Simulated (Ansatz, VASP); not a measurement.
# SiC in VASP and in Ansatz

The input INCAR:

```
  PREC = Accurate
  ENCUT = 520
  EDIFF = 1E-6
  ISMEAR = 0
  SIGMA = 0.05
  LREAL = False
  LASPH = True
  NELM = 60
  ALGO = Normal
  ISIF = 2
  LWAVE = False
  LCHARG = True
  GGA = PE
  LELF = True
  LVHAR = True
  NBANDS = 26
```

File KPOINTS:

```
regular mesh
0
Gamma
  12 12 4
```

POSCAR

```
SiC
1.0
    3.3106000000      0.0000000000      0.0000000000
   -1.6553000000      2.8670637018      0.0000000000
    0.0000000000      0.0000000000     10.1291708101
Si C
4 4
Direct
    0.6666666667      0.3333333333      0.9378436843
    0.3333333333      0.6666666667      0.4378436843
    0.0000000000      0.0000000000      0.6878989045
    0.0000000000      0.0000000000      0.1878989045
    0.6666666667      0.3333333333      0.7498087506
    0.3333333333      0.6666666667      0.2498087506
    0.0000000000      0.0000000000      0.5004476606
    0.0000000000      0.0000000000      0.0004476606
```

Input for Ansatz:

```yaml
crystal:
  lattice:
    - [3.3106, 0.0, 0.0]
    - [-1.6553, 2.8670637018, 0.0]
    - [0.0, 0.0, 10.1291708101]
  atoms:
    - { symbol: Si, position: [0.6666666667, 0.3333333333, 0.9378436843] }
    - { symbol: Si, position: [0.3333333333, 0.6666666667, 0.4378436843] }
    - { symbol: Si, position: [0.0, 0.0, 0.6878989045] }
    - { symbol: Si, position: [0.0, 0.0, 0.1878989045] }
    - { symbol: C, position: [0.6666666667, 0.3333333333, 0.7498087506] }
    - { symbol: C, position: [0.3333333333, 0.6666666667, 0.2498087506] }
    - { symbol: C, position: [0.0, 0.0, 0.5004476606] }
    - { symbol: C, position: [0.0, 0.0, 0.0004476606] }
basis:
  ecutwfc: 520.0
kpoints:
  mp_grid: { grid: [12, 12, 4] }
hamiltonian:
  xc: pbe
  pseudopotentials: { kind: paw, azcp: { folder: soft_1 } }
scf:
  occupations: { method: gaussian, width: 0.05 }
output:
  forces: true
  stress: true
  eigenvalues: true
```

Alike in both runs: task single point; functional PBE; k mesh 12 × 12 × 4; occupations gaussian, width 0.05 eV; no spin polarisation.

|  | VASP | Ansatz |
| --- | --- | --- |
| version | VASP 6.6.1 | Ansatz 0.2.0 |
| potentials or method | VASP PAW PBE potentials, release 64 (Si, C), cutoff 520 eV | scalar-relativistic, plane waves, PAW |
| valence electrons in the cell | 32 | 32 |

|  | VASP | Ansatz | Ansatz less VASP |
| --- | --- | --- | --- |
| gap on the k mesh at the Fermi level (eV) | 1.85 | 1.85 | +0.006 |
| least direct gap on the mesh (eV) | 2.85 | 2.85 | +0.003 |
| pressure (GPa) | -21.0 | -21.0 | -0.03 |
| traceless stress, the component that is largest in VASP (GPa) | 17.70 | 17.62 | -0.080 |
| rms of the force components (eV/Å) | 0.193 | 0.193 | -0.0007 |

Atom by atom the forces differ by 0.001 eV/Å (rms over components). The functional is the same, so the differences come from potentials, cutoffs and numerics.
